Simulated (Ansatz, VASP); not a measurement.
## PbSe: VASP beside Ansatz

```xyz
4
Lattice="0.0000 12.0008 3.1254 3.1182 0.0000 3.1254 3.1182 12.0008 0.0000" Properties=species:S:1:pos:R:3 pbc="T T T"
Pb    3.1182    4.6259    3.1129
Pb    3.1182   19.3757    3.1129
Se    3.1182   16.5472    3.0317
Se    3.1182    7.4544    3.0317
```

Alike in both runs: task single point; functional PBEsol; k mesh 4 × 4 × 4; no spin polarisation.

```csv
,VASP,Ansatz
version,VASP 6.6.1,Ansatz 0.2.0
potentials or method,"VASP PAW PBE potentials, release 64 (Pb_d, Se)","plane waves, PAW"
plane-wave cutoff (eV),520,420
occupations,"gaussian, width 0.01 eV",fixed
valence electrons in the cell,40,60
```

```csv
,VASP,Ansatz,Ansatz less VASP
gap on the k mesh at the Fermi level (eV),1.64,1.64,-0.001
```

VASP's potentials were made for PBE, not for PBEsol. VASP's potentials hold 40 valence electrons a cell and Ansatz's 60, so a difference there can come from the potentials and not from the codes.

Spin-orbit coupling is off throughout.
